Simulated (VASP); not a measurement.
NiPt2, 6 atoms in the cell. It takes space group Pn-3m (No. 224, cubic). The conventional cell has a = 5.086 Å, b = 5.086 Å, c = 5.086 Å, α = 90.00°, β = 90.00°, γ = 90.00°. Ni (site symmetry -43m) has 4 Pt at 2.20 Å within 2.9 Å. Within 2.9 Å of Pt (site symmetry -3m) lie 2 Ni at 2.20 Å. 

- Program: VASP 6.6.1
- Task: single point
- Functional: r2SCAN
- Potentials or basis: VASP PAW PBE potentials, release 64 (Ni, Pt)
- Cutoff: 520 eV
- k mesh: 8 × 8 × 8
- Occupations: gaussian, width 0.1 eV
- Spin: no spin polarisation
- Dipole correction: no
- Further INCAR settings: ALGO = Normal; EDIFF = 1e-07; NBANDS = 39

Potentials or basis: VASP PAW PBE potentials, release 64 (Ni, Pt).

Command:

```sh
$ cat potpaw_PBE.64/Ni/POTCAR potpaw_PBE.64/Pt/POTCAR > POTCAR
$ cp INCAR.step1 INCAR
$ mpirun -np 1 vasp_std > vasp.out
$ cp INCAR.step2 INCAR
$ mpirun -np 1 vasp_std > vasp.out
```

Hardware: 1 thread of AMD EPYC 9R45 96-Core Processor (Zen 5), on a shared host.

**Question.** How long does it take, and how much memory?

**Answer.** Wall time 6.4 min on 1 thread of AMD EPYC 9R45 96-Core Processor (Zen 5) (shared host), peak memory 0.32 GiB. Counts: k points 35.
